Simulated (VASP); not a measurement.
Fe, 1 atom in the cell. It takes space group Im-3m (No. 229, cubic). Conventional cell: a = 2.832 Å, b = 2.832 Å, c = 2.832 Å, α = 90.00°, β = 90.00°, γ = 90.00°. Within 3.2 Å of Fe (site symmetry m-3m) lie 14 Fe at 2.45 to 2.83 Å. 

```yaml
Program: VASP 6.6.1
Task: single point
Functional: PBE
Potentials_or_basis: VASP PAW PBE potentials, release 64 (Fe)
Cutoff: 520 eV
k_mesh: 20 × 20 × 20
Occupations: gaussian, width 0.1 eV
Spin: collinear spin, ferromagnetic start
Starting_moments: "[2.66] μB"
Dipole_correction: no
Further_INCAR_settings: ALGO = Normal; EDIFF = 1e-06; NBANDS = 14
```

Potentials or basis: VASP PAW PBE potentials, release 64 (Fe).

Command:

```bash
$ cat potpaw_PBE.64/Fe/POTCAR > POTCAR
$ mpirun -np 1 vasp_std > vasp.out
```

Hardware: 1 thread of Intel Xeon 8259CL (shared host).

How long does it take, and how much memory?

It took 100 s on 1 thread of Intel Xeon 8259CL, with other jobs on the host, peak memory 0.17 GiB. Counts: scf iterations 12, k points 256.
